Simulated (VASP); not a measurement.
# Sr (C2/c) in VASP: single point with r2SCAN

Aim: the single point of Sr with r2SCAN.

Everything below comes from runs of VASP 6.6.1. Logs are shortened: lines on timing, memory, paths and dates and some standing lists are left out, and cuts for length are marked.

### 1 The cell of the first run

The structure is monoclinic, space group C2/c (No. 15). Conventional cell: a = 4.195 Å, b = 10.920 Å, c = 5.842 Å, α = 90.00°, β = 110.94°, γ = 90.00°. Sr (site symmetry 2) has 10 Sr at 4.00 to 4.98 Å within 5.2 Å.

### 2 Single point, r2SCAN (volume scaled by 1.12)

POSCAR reads:

```
Sr
1.0
   -3.8593824969      3.8620558443      2.0974616599
    3.8620558443     -3.8593824969      2.0974616599
    3.8567972938      3.8567972938     -2.0925654192
Sr
2
Direct
    0.0000822271      0.9999177729      1.0000000000
    0.7499177729      0.2500822271      0.5000000000
```

INCAR.step1 reads:

```
SYSTEM = Sr
PREC = Accurate
ENCUT = 520
ISMEAR = -1
SIGMA = 0.1
LREAL = .FALSE.
LASPH = .TRUE.
NELM = 60
NBANDS = 17
GGA = PE
ALGO = Normal
EDIFF = 1E-4
LWAVE = .TRUE.
LCHARG = .FALSE.
```

INCAR.step2 reads:

```
SYSTEM = Sr
PREC = Accurate
ENCUT = 520
EDIFF = 1E-7
ISMEAR = -1
SIGMA = 0.1
LREAL = .FALSE.
LASPH = .TRUE.
NELM = 60
ALGO = Normal
ISIF = 2
LWAVE = .FALSE.
LCHARG = .TRUE.
METAGGA = R2SCAN
LMIXTAU = .TRUE.
LELF = .TRUE.
LVHAR = .TRUE.
NBANDS = 17
ISTART = 1
```

KPOINTS reads:

```
regular mesh
0
G
  10 10 7
  0 0 0
```

Potentials or basis: VASP PAW PBE potentials, release 64 (Sr_sv).

The run is started by

```bash
$ cat potpaw_PBE.64/Sr_sv/POTCAR > POTCAR
$ cp INCAR.step1 INCAR
$ mpirun -np 1 vasp_std > vasp.out
$ cp INCAR.step2 INCAR
$ mpirun -np 1 vasp_std > vasp.out
```

OUTCAR:

```text
SYSTEM = Sr
   PREC = Accurate
   ENCUT = 520
   EDIFF = 1E-7
   ISMEAR = -1
   LREAL = .FALSE.
   LASPH = .TRUE.
   NELM = 60
   ISIF = 2
   METAGGA = R2SCAN
   ISTART = 1

 ion  position               nearest neighbor table
   1  0.000  1.000  0.000-   2 4.00   2 4.00   2 4.00   2 4.00   2 4.98   2 4.98   2 4.98   2 4.98

   2  0.750  0.250  0.500-   1 4.00   1 4.00   1 4.00   1 4.00   1 4.98   1 4.98   1 4.98   1 4.98

  LATTYP: Found a base centered monoclinic cell.
 ALAT       =     4.1949250235
 B/A-ratio  =     2.6030889139
 C/A-ratio  =     1.3926277297
 COS(beta)  =    -0.3573536373

  Lattice vectors:

 A1 = (  -3.8593824969,   3.8620558443,   2.0974616599)
 A2 = (   3.8620558443,  -3.8593824969,   2.0974616599)
 A3 = (   3.8567972938,   3.8567972938,  -2.0925654192)

Analysis of symmetry for initial positions (statically):
=====================================================================
 Subroutine PRICEL returns:
 Original cell was already a primitive cell.

 Routine SETGRP: Setting up the symmetry group for a
 base centered monoclinic supercell.

 Subroutine GETGRP returns: Found  4 space group operations
 (whereof  2 operations were pure point group operations)
 out of a pool of  4 trial point group operations.

The static configuration has the point symmetry C_2 .
 The point group associated with its full space group is C_2h.

Analysis of symmetry for dynamics (positions and initial velocities):
=====================================================================
 Subroutine PRICEL returns:
 Original cell was already a primitive cell.

 Routine SETGRP: Setting up the symmetry group for a
 base centered monoclinic supercell.

 Subroutine GETGRP returns: Found  4 space group operations
 (whereof  2 operations were pure point group operations)
 out of a pool of  4 trial point group operations.

The dynamic configuration has the point symmetry C_2 .
 The point group associated with its full space group is C_2h.

 Subroutine INISYM returns: Found  4 space group operations
 (whereof  2 operations are pure point group operations),
 and found     1 'primitive' translations

----------------------------------------------------------------------------------------

                                     Primitive cell

  volume of cell :     124.9681

  direct lattice vectors                    reciprocal lattice vectors
    -3.859382497  3.862055844  2.097461660    -0.000107820  0.129401729  0.238300983
     3.862055844 -3.859382497  2.097461660     0.129401729 -0.000107820  0.238300983
     3.856797294  3.856797294 -2.092565419     0.129596434  0.129596434 -0.000165179

  length of vectors
     5.848901950  5.848901950  5.841968912     0.271168173  0.271168173  0.183277109

  position of ions in fractional coordinates (direct lattice)
     0.000082227  0.999917773  0.000000000
     0.749917773  0.250082227  0.500000000

  ion indices of the primitive-cell ions
   primitive index   ion index
                 1           1
                 2           2

----------------------------------------------------------------------------------------

 KPOINTS: regular mesh

Automatic generation of k-mesh.
 Grid dimensions read from file:
 generate k-points for:   10   10    7

 Generating k-lattice:

  Cartesian coordinates                     Fractional coordinates (reciprocal lattice)
    -0.000010782  0.012940173  0.023830098     0.100000000  0.000000000 -0.000000000
     0.012940173 -0.000010782  0.023830098     0.000000000  0.100000000 -0.000000000
     0.018513776  0.018513776 -0.000023597     0.000000000  0.000000000  0.142857143

  Length of vectors
     0.027116817  0.027116817  0.026182444

  Shift w.r.t. Gamma in fractional coordinates (k-lattice)
     0.000000000  0.000000000  0.000000000

 Subroutine IBZKPT returns following result:
 ===========================================

 Found    196 irreducible k-points:

 Following reciprocal coordinates:
            Coordinates               Weight
  0.000000  0.000000  0.000000      1.000000
  0.100000  0.000000  0.000000      4.000000
  0.200000  0.000000  0.000000      4.000000
  0.300000 -0.000000  0.000000      4.000000
  0.400000  0.000000 -0.000000      4.000000
  0.500000  0.000000 -0.000000      2.000000
[... 16 lines left out ...]
  0.300000  0.300000 -0.000000      2.000000
  0.400000  0.300000  0.000000      4.000000
 [... further k-points ...]
   k-points           NKPTS =    196   k-points in BZ     NKDIM =    196   number of bands    NBANDS=     17
   number of dos      NEDOS =    301   number of ions     NIONS =      2
   total plane-waves  NPLWV = 110592
   dimension x,y,z NGX =    48 NGY =   48 NGZ =   48
   dimension x,y,z NGXF=    96 NGYF=   96 NGZF=   96
   ions per type =               2
   NGX,Y,Z   is equivalent  to a cutoff of  13.64, 13.64, 13.66 a.u.
   NGXF,Y,Z  is equivalent  to a cutoff of  27.29, 27.29, 27.32 a.u.
 SYSTEM =  Sr
   PREC   = accura    normal or accurate (medium, high low for compatibility)
   ISTART =      1    job   : 0-new  1-cont  2-samecut
   ICHARG =      0    charge: 1-file 2-atom 10-const
   ISPIN  =      1    spin polarized calculation?
   LNONCOLLINEAR =      F non collinear calculations
   LSORBIT =      F    spin-orbit coupling
   LASPH  =      T    aspherical Exc in radial PAW
   ENCUT  =  520.0 eV  38.22 Ry    6.18 a.u.  10.88 10.88 10.86*2*pi/ulx,y,z
   NELM   =     60;   NELMIN=  2; NELMDL=  0     # of ELM steps
   EDIFF  = 0.1E-06   stopping-criterion for ELM
   LREAL  =      F    real-space projection
   EDIFFG = 0.1E-05   stopping-criterion for IOM
   NSW    =      0    number of steps for IOM
   IBRION =     -1    ionic relax: 0-MD 1-quasi-New 2-CG
   NFREE  =      0    steps in history (QN), initial steepest desc. (CG)
   ISIF   =      2    stress and relaxation
   ISYM   =      2    0-nonsym 1-usesym 2-fastsym
   POTIM  = 0.5000    time-step for ionic-motion
   TEBEG  =    0.0;   TEEND  =   0.0 temperature during run
   PSTRESS=    0.0 pullay stress
   NELECT =      20.0000    total number of electrons
   NUPDOWN=      -1.0000    fix difference up-down
   EMIN   =  10.00;   EMAX   =-10.00  energy-range for DOS
   EFERMI =   0.00;   METHOD = LEGACY
   ISMEAR =    -1;   SIGMA  =   0.10  broadening in eV -4-tet -1-fermi 0-gaus
   EFERMI_NEDOS =   21; number of points for ismear=-14 and -15
   IALGO  =     38    algorithm
   IMIX   =      4    mixing-type and parameters
     AMIX     =   0.40;   BMIX     =  1.00
     AMIX_MAG =   1.60;   BMIX_MAG =  1.00
  volume/ion in A,a.u.               =      62.48       421.66
  Fermi-wavevector in a.u.,A,eV,Ry     =   0.888829  1.679644 10.748845  0.790018
  Thomas-Fermi vector in A             =   2.010310
   LORBIT       =      0    0 simple, 1 ext, 2 COOP (PROOUT), +10 PAW based schemes
   METAGGA = R2SCAN    functional components
   LHFCALC =     F    Hartree Fock is set to
   AEXX    =    0.0000 exact exchange contribution
   IVDW    =     0    specifies the selected vdW correction
   LEPSILON=     F    determine dielectric tensor
   LRPA    =     F    only Hartree local field effects (RPA)
 non-spin polarized calculation
  energy-cutoff  :      520.00
  volume of cell :      124.97
 maximum number of plane-waves:      3406
 NGX is ok and might be reduce to    48
   NGX = 21   NGY = 21   NGZ = 21

 number of electron      20.0000000 magnetization

 Free energy of the ion-electron system (eV)
  ---------------------------------------------------
  ext. energy  EPLUGINS =         0.00000000
  ---------------------------------------------------
  free energy    TOTEN  =       -29.72065972 eV

  energy without entropy =      -29.61926522  energy(sigma->0) =      -29.66996247

 E-fermi :   1.0911     XC(G=0):  -7.3719

 val. band max:        1.0880677896   @ k =   0.5000   0.3000   0.4286
 cond. band min:       1.0912691093   @ k =  -0.2000  -0.3000   0.4286
 fundamental gap:      0.0032013197
 Fermi energy:         1.0911295723

 k-point     1 :       0.0000    0.0000    0.0000
  band No.  band energies     occupation
      1     -37.2857      2.00000
      2     -37.2626      2.00000
      3     -18.7029      2.00000
      4     -18.7025      2.00000
      5     -18.5459      2.00000
      6     -18.5438      2.00000
[... 9 lines left out ...]
     16       4.7282      0.00000
     17       4.7417      0.00000

 k-point     2 :       0.1000    0.0000    0.0000
  band No.  band energies     occupation
      1     -37.2846      2.00000
      2     -37.2625      2.00000
      3     -18.7017      2.00000
      4     -18.6972      2.00000
      5     -18.5604      2.00000
      6     -18.5559      2.00000
[... 9 lines left out ...]
     16       4.2366      0.00000
     17       4.2674      0.00000

 k-point     3 :       0.2000    0.0000    0.0000
  band No.  band energies     occupation
      1     -37.2818      2.00000
      2     -37.2623      2.00000
      3     -18.6990      2.00000
      4     -18.6832      2.00000
      5     -18.5929      2.00000
      6     -18.5851      2.00000
[... 9 lines left out ...]
     16       3.8275      0.00000
     17       3.9223      0.00000

 k-point     4 :       0.3000   -0.0000    0.0000
  band No.  band energies     occupation
      1     -37.2780      2.00000
      2     -37.2622      2.00000
      3     -18.6957      2.00000
      4     -18.6708      2.00000
      5     -18.6321      2.00000
      6     -18.6136      2.00000
[... 9 lines left out ...]
     16       3.6666      0.00000
     17       4.0950      0.00000
[... 343 lines left out ...]
      1     -37.2835      2.00000
      2     -37.2648      2.00000
      3     -18.6895      2.00000
      4     -18.6895      2.00000
      5     -18.5706      2.00000
      6     -18.5601      2.00000
[... 9 lines left out ...]
     16       4.8170      0.00000
     17       4.8719      0.00000

 k-point    23 :       0.3000    0.3000   -0.0000
  band No.  band energies     occupation
      1     -37.2721      2.00000
      2     -37.2651      2.00000
      3     -18.6963      2.00000
      4     -18.6701      2.00000
      5     -18.6529      2.00000
      6     -18.6295      2.00000
[... 9 lines left out ...]
     16       3.8603      0.00000
     17       4.5434      0.00000

 k-point    24 :       0.4000    0.3000    0.0000
  band No.  band energies     occupation
      1     -37.2725      2.00000
      2     -37.2677      2.00000
      3     -18.6832      2.00000
      4     -18.6593      2.00000
      5     -18.6370      2.00000
      6     -18.6073      2.00000
[... 9 lines left out ...]
     16       3.9390      0.00000
     17       4.2501      0.00000

 [... further k-points ...]
[... 5 lines left out ...]
  --------------------------------------------------------------------------------------
  -------------------------------------------------------------------------------------
  Total       -0.6085041     -0.6085041     -0.7148703     -0.0035327      0.0027597      0.0027597
  in kB       -7.8014423     -7.8014423     -9.1651306     -0.0452913      0.0353814      0.0353813
  external PRESSURE =      -8.2560051 kB  Pullay stress =       0.0000000 kB

 VOLUME and BASIS-vectors are now :
 -----------------------------------------------------------------------------
  energy-cutoff  :      520.00
  volume of cell :      124.97
      direct lattice vectors                 reciprocal lattice vectors
    -3.859382497  3.862055844  2.097461660    -0.000107820  0.129401729  0.238300983
     3.862055844 -3.859382497  2.097461660     0.129401729 -0.000107820  0.238300983
     3.856797294  3.856797294 -2.092565419     0.129596434  0.129596434 -0.000165179

 POSITION                                       TOTAL-FORCE (eV/Angst)
 -----------------------------------------------------------------------------------
      3.86142     -3.85875      2.09746         0.000109     -0.000109     -0.000000
      0.00001      3.85946      1.05118        -0.000109      0.000109      0.000000
 -----------------------------------------------------------------------------------
    total drift:                               -0.000000      0.000000     -0.000000

  FREE ENERGIE OF THE ION-ELECTRON SYSTEM (eV)
  ---------------------------------------------------
  free  energy   TOTEN  =       -29.7206597192 eV

  energy  without entropy=      -29.6192652226  energy(sigma->0) =      -29.66996247
```

Run time: 21 min. Hardware: 1 thread of Intel Xeon 6975P-C (Granite Rapids), shared host; peak memory 0.59 GiB.

Results:

* Free energy: -29.7207 eV
* Pressure: -0.8 GPa
* Band gap on the k mesh: zero (band 10 reaches 1.57 eV, above the bottom of band 11 at 0.81 eV)

Caveat: the PAW data sets were made with another functional, which shifts forces and pressure a little.
